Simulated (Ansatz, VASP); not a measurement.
# Cu: VASP beside Ansatz

```
CELL_PARAMETERS angstrom
2.56801 0.00000 0.00000
-1.28401 2.22396 0.00000
0.00000 0.00000 4.19353
ATOMIC_POSITIONS crystal
Cu 0.33333 0.66667 0.25000
Cu 0.66667 0.33333 0.75000
```

Alike in both runs: task single point; functional PBE; k mesh 15 × 15 × 8; occupations gaussian, width 0.1 eV; no spin polarisation.

|  | VASP | Ansatz |
| --- | --- | --- |
| version | VASP 6.6.1 | Ansatz 0.2.0 |
| potentials or method | VASP PAW PBE potentials, release 64 (Cu), cutoff 520 eV | scalar-relativistic, plane waves, PAW |
| valence electrons in the cell | 22 | 38 |

```csv
,VASP,Ansatz,Ansatz less VASP
gap on the k mesh at the Fermi level (eV),none,none,-
pressure (GPa),0.5,-0.1,-0.63
"traceless stress, the component that is largest in VASP (GPa)",1.67,1.68,+0.005
```

A gap of «none» marks a metal or a gap that the smearing closes. VASP's potentials hold 22 valence electrons a cell and Ansatz's 38, so a difference there can come from the potentials and not from the codes.
